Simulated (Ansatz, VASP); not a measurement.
Cd: VASP beside Ansatz

The input POSCAR:

```
Cd
1.0
    2.9509006248      0.0000000000      0.0000000000
   -1.4754503124      2.5555549051      0.0000000000
    0.0000000000      0.0000000000      5.8838547497
Cd
2
Direct
    0.3333333333      0.6666666667      0.2500000000
    0.6666666667      0.3333333333      0.7500000000
```

INCAR.step1

```
SYSTEM = Cd
  PREC = Accurate
  ENCUT = 520
  ISMEAR = 1
  SIGMA = 0.1
  LREAL = .FALSE.
  LASPH = .TRUE.
  NELM = 60
  NBANDS = 19
  GGA = PE
  ALGO = Normal
  EDIFF = 1E-4
  LWAVE = .TRUE.
  LCHARG = .FALSE.
```

The input INCAR.step2:

```
SYSTEM = Cd
  PREC = Accurate
  ENCUT = 520
  EDIFF = 1E-6
  ISMEAR = 1
  SIGMA = 0.1
  LREAL = .FALSE.
  LASPH = .TRUE.
  NELM = 60
  ALGO = Normal
  ISIF = 2
  LWAVE = .FALSE.
  LCHARG = .FALSE.
  METAGGA = R2SCAN
  LMIXTAU = .TRUE.
  NBANDS = 19
  ISTART = 1
```

Contents of KPOINTS:

```
regular mesh
0
G
  12 12 6
  0 0 0
```

Input for Ansatz:

```yaml
crystal:
  lattice:
    - [2.9509006248, 0.0, 0.0]
    - [-1.4754503124, 2.5555549051, 0.0]
    - [0.0, 0.0, 5.8838547497]
  atoms:
    - { symbol: Cd, position: [0.3333333333, 0.6666666667, 0.25] }
    - { symbol: Cd, position: [0.6666666667, 0.3333333333, 0.75] }
hamiltonian:
  xc: r2scan
  pseudopotentials:
    kind: paw
    azcp:
      Cd: "pseudopotentials/Cd.paw.azcp"
basis:
  ecutwfc: 500
  fft_grid_basis: typed
kpoints:
  mp_grid: { grid: [12, 12, 6], shift: [0, 0, 0] }
magnetization:
  spin_polarized: false
scf:
  occupations: { method: methfessel_paxton, width: 0.1 }
  lower_state_search: "off"
output:
  stress: true
```

Alike in both runs: task single point; functional r2SCAN; k mesh 12 × 12 × 6; occupations methfessel-paxton of order 1, width 0.1 eV; no spin polarisation.

|  | VASP | Ansatz |
| --- | --- | --- |
| version | VASP 6.6.1 | Ansatz 0.2.0 |
| potentials or method | VASP PAW PBE potentials, release 64 (Cd), cutoff 520 eV | plane waves (500 eV) with PAW, scalar-relativistic |
| valence electrons in the cell | 24 | 40 |

```tsv
	VASP	Ansatz	Ansatz less VASP
pressure (GPa)	0.4	0.0	-0.35
traceless stress, the component that is largest in VASP (GPa)	-0.20	-0.02	+0.178
```

VASP's potentials were made for PBE, not for r2SCAN. VASP's potentials hold 24 valence electrons a cell and Ansatz's 40, so a difference there can come from the potentials and not from the codes.
